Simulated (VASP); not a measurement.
A run of VASP 6.6.1 is set up as follows.

INCAR

```
PREC     = Accurate       # precision mode
ENCUT    = 520            # plane-wave cutoff, eV
EDIFF    = 1E-6           # SCF threshold, eV
ISMEAR   = 0              # smearing method
SIGMA    = 0.1            # smearing width, eV
LREAL    = False          # projectors in reciprocal space
LASPH    = True           # aspherical terms in the spheres
NELM     = 60             # most SCF steps
ALGO     = Fast           # electronic algorithm
ISIF     = 2              # what is computed and relaxed
LWAVE    = False          # write WAVECAR
LCHARG   = False          # write CHGCAR
GGA      = PE             # functional
NBANDS   = 35             # bands
```

KPOINTS

```
regular mesh
0
Gamma
  4 4 4
```

File POSCAR:

```
Hf3Si2W
1.0
    3.8288562582      0.0000000000      0.0000000000
    0.0000000000      3.8288562582      0.0000000000
    0.0000000000      0.0000000000      7.3836548866
Hf Si W
3 2 1
Direct
    0.5000000000      0.5000000000      0.0000000000
    0.0000000000      0.5000000000      0.3627661427
    0.5000000000      0.0000000000      0.6372338573
    0.0000000000      0.5000000000      0.7372218616
    0.5000000000      0.0000000000      0.2627781384
    0.0000000000      0.0000000000      0.0000000000
```

Potentials or basis: VASP PAW PBE potentials, release 64 (Hf_pv, Si, W_sv).

The run is started by

```sh
$ cat potpaw_PBE.64/Hf_pv/POTCAR potpaw_PBE.64/Si/POTCAR potpaw_PBE.64/W_sv/POTCAR > POTCAR
$ mpirun -np 1 vasp_std > vasp.out
```

**Question.** Predict the pressure.

**Answer.** -0.3 GPa.

**Question.** Predict the largest force.

**Answer.** 0.012 eV/Å.

**Question.** What does it give for the band gap on the k mesh?

**Answer.** Zero (bands 26 and 27 overlap by 1.02 eV).

Forces in eV/Å, atoms in the order of the input:
```
Hf   0.000  0.000  0.000
Hf   0.000  0.000 -0.012
Hf   0.000  0.000  0.012
Si   0.000  0.000 -0.005
Si   0.000  0.000  0.005
W    0.000  0.000  0.000
```

Caveat: the k points lie up to 0.41 Å⁻¹ apart, too coarse for converged energies and pressures of a metal; spin-orbit coupling is left out, which moves the levels of the heavy elements.
